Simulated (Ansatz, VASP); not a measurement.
CuAu3 in VASP and in Ansatz

Contents of INCAR:

```
SYSTEM = CuAu3
PREC = Accurate
ENCUT = 600
EDIFF = 1E-6
ISMEAR = 0
SIGMA = 0.1
LREAL = .False.
LASPH = .True.
NELM = 80
ALGO = Fast
ISIF = 3
LWAVE = .False.
LCHARG = .False.
GGA = PS
IBRION = 2
NSW = 100
EDIFFG = -0.005
```

KPOINTS

```
regular mesh
0
Gamma
  10 10 10
  0 0 0
```

POSCAR

```
CuAu3
1.0
    3.9800000000      0.0000000000      0.0000000000
    0.0000000000      3.9800000000      0.0000000000
    0.0000000000      0.0000000000      3.9800000000
Cu Au
1 3
Direct
    0.0000000000      0.0000000000      0.0000000000
    0.0000000000      0.5000000000      0.5000000000
    0.5000000000      0.0000000000      0.5000000000
    0.5000000000      0.5000000000      0.0000000000
```

Input for Ansatz:

```yaml
crystal:
  lattice:
    - [3.98, 0.0, 0.0]
    - [0.0, 3.98, 0.0]
    - [0.0, 0.0, 3.98]
  atoms:
    - { symbol: Cu, position: [0.0, 0.0, 0.0] }
    - { symbol: Au, position: [0.0, 0.5, 0.5] }
    - { symbol: Au, position: [0.5, 0.0, 0.5] }
    - { symbol: Au, position: [0.5, 0.5, 0.0] }
basis:
  ecutwfc: 420
kpoints:
  mp_grid: { grid: [10, 10, 10] }
hamiltonian:
  xc: pbesol
scf:
  occupations: { method: gaussian, width: 0.1 }
output:
  forces: true
  stress: true
  eigenvalues: true
  write_density: true
  write_potential: true
  elf: true
  volumetric_format: npy
relax:
  adjacent_minimum: "off"
  f_tol: 0.005
  max_steps: 80
  cell: { stress_tol: 0.05 }
```

Alike in both runs: task relaxation of cell and atoms; functional PBEsol; k mesh 10 × 10 × 10; occupations gaussian, width 0.1 eV; no spin polarisation.

```csv
,VASP,Ansatz
version,VASP 6.6.1,Ansatz 0.2.0
potentials or method,"VASP PAW PBE potentials, release 64 (Cu, Au), cutoff 600 eV","scalar-relativistic, plane waves, PAW"
valence electrons in the cell,44,76
```

```tsv
	VASP	Ansatz	Ansatz less VASP
gap on the k mesh at the Fermi level, each at its own relaxed structure (eV)	none	none	-
relaxed volume (Å³/atom)	15.69	15.69	+0.002
relaxed cell length with the largest relative difference (Å)	3.974	3.974	+0.0002
```

VASP's potentials were made for PBE, not for PBEsol. A gap of «none» marks a metal or a gap that the smearing closes. VASP's potentials hold 44 valence electrons a cell and Ansatz's 76, so a difference there can come from the potentials and not from the codes.

Neither program's run includes spin-orbit coupling.
